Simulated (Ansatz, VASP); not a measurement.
# One calculation of Na2SrO2, two programs

POSCAR

```
Na2SrO2
1.0
    3.7892359316      0.0000000000      0.0000000000
   -1.8946179658      3.2815745777      0.0000000000
    0.0000000000      0.0000000000      6.2713570560
Na Sr O
2 1 2
Direct
    0.6666666667      0.3333333333      0.6302770084
    0.3333333333      0.6666666667      0.3697229916
    0.0000000000      0.0000000000      0.0000000000
    0.6666666667      0.3333333333      0.2313745789
    0.3333333333      0.6666666667      0.7686254211
```

Contents of INCAR.step1:

```
  PREC = Accurate
  ENCUT = 520
  ISMEAR = 0
  SIGMA = 0.02
  LREAL = False
  LASPH = True
  NELM = 60
  NBANDS = 26
  GGA = PE
  ALGO = Normal
  EDIFF = 1E-4
  LWAVE = True
  LCHARG = False
```

INCAR.step2

```
  PREC = Accurate
  ENCUT = 520
  EDIFF = 1E-7
  ISMEAR = 0
  SIGMA = 0.02
  LREAL = False
  LASPH = True
  NELM = 60
  ALGO = Normal
  ISIF = 2
  LWAVE = False
  LCHARG = False
  METAGGA = R2SCAN
  LMIXTAU = True
  NBANDS = 26
  ISTART = 1
```

File KPOINTS:

```
regular mesh
0
Gamma
  6 6 4
```

Input for Ansatz:

```yaml
crystal:
  lattice:
    - [3.7892359316, 0.0, 0.0]
    - [-1.8946179658, 3.2815745777, 0.0]
    - [0.0, 0.0, 6.271357056]
  atoms:
    - { symbol: Na, position: [0.6666666667, 0.3333333333, 0.6302770084] }
    - { symbol: Na, position: [0.3333333333, 0.6666666667, 0.3697229916] }
    - { symbol: Sr, position: [0.0, 0.0, 0.0] }
    - { symbol: O, position: [0.6666666667, 0.3333333333, 0.2313745789] }
    - { symbol: O, position: [0.3333333333, 0.6666666667, 0.7686254211] }
basis:
  ecutwfc: 500
kpoints:
  mp_grid: { grid: [6, 6, 4] }
  band_path:
    path:
      - [[0.0, 0.0, 0.0], [0.5, 0.0, 0.0], [0.33333333, 0.33333333, 0.0], [0.0, 0.0, 0.0], [0.0, 0.0, 0.5], [0.5, 0.0, 0.5], [0.33333333, 0.33333333, 0.5], [0.0, 0.0, 0.5]]
      - [[0.5, 0.0, 0.5], [0.5, 0.0, 0.0]]
      - [[0.33333333, 0.33333333, 0.5], [0.33333333, 0.33333333, 0.0]]
    npoints: 14
hamiltonian:
  xc: r2scan
scf:
  occupations: { method: gaussian, width: 0.02 }
  n_extra_bands: 12
output:
  forces: true
  stress: true
  eigenvalues: true
  populations: true
  dos: { projected: true, de: 0.02, nscf_kmesh: { grid: [9, 9, 6] } }
  bader: true
  write_density: true
  write_potential: true
  elf: true
  volumetric_format: npy
```

Alike in both runs: task single point; functional r2SCAN; k mesh 6 × 6 × 4; occupations gaussian, width 0.02 eV; no spin polarisation.

```csv
,VASP,Ansatz
version,VASP 6.6.1,Ansatz 0.2.0
potentials or method,"VASP PAW PBE potentials, release 64 (Na_pv, Sr_sv, O), cutoff 520 eV","scalar-relativistic, plane waves, PAW"
valence electrons in the cell,36,40
```

VASP gave:

| Item | Value |
| --- | --- |
| gap on the k mesh at the Fermi level (eV) | 3.20 |
| least direct gap on the mesh (eV) | 3.20 |
| pressure (GPa) | -2.1 |
| traceless stress, the component that is largest in VASP (GPa) | -0.06 |
| rms of the force components (eV/Å) | 0.040 |

Q: Estimate Ansatz's values.

A: gap on the k mesh at the Fermi level (eV): 3.19; least direct gap on the mesh (eV): 3.19; pressure (GPa): -2.2; traceless stress, the component that is largest in VASP (GPa): -0.03; rms of the force components (eV/Å): 0.021.

VASP's potentials were made for PBE, not for r2SCAN. Atom by atom the forces differ by 0.019 eV/Å (rms over components). With one functional, cell and mesh, what is left measures potentials, basis and numerics. VASP's potentials hold 36 valence electrons a cell and Ansatz's 40, so a difference there can come from the potentials and not from the codes.
